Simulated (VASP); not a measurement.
BaZrO3:

```xyz
5
Lattice="4.2735 0.0000 0.0000 0.0000 4.2735 0.0000 0.0000 0.0000 4.2735" Properties=species:S:1:pos:R:3 pbc="T T T"
Ba    0.0000    0.0000    0.0000
Zr    2.1368    2.1368    2.1368
O     2.1368    2.1368    0.0000
O     2.1368    0.0000    2.1368
O     0.0000    2.1368    2.1368
```

Base run:

| Item | Value |
| --- | --- |
| Program | VASP 6.6.1 |
| Functional | PBE |
| Potentials or basis | VASP PAW PBE potentials, release 64 (Ba_sv, Zr_sv, O) |
| Cutoff | 520 eV |
| k mesh | 6 × 6 × 6 |
| Occupations | fermi-dirac, width 0.05 eV |
| Spin | no spin polarisation |

Its results: band gap on the k mesh 3.06 eV, indirect (least direct gap 3.34 eV); pressure -3.7 GPa.

**Question.** The run is repeated on the same cell with these changes: functional from PBE to r2SCAN; further incar settings from ALGO = Normal; EDIFF = 1e-07; NBANDS = 28 to ALGO = Normal; EDIFF = 1e-06; NBANDS = 28. What comes out?

**Answer.** Band gap on the k mesh 3.55 eV, indirect (least direct gap 3.85 eV); pressure -6.3 GPa.

Caveats: spin-orbit coupling is left out, which moves the levels of the heavy elements; the PAW data sets were made with another functional, which shifts forces and pressure a little (some runs).

A k mesh can miss the band edges.
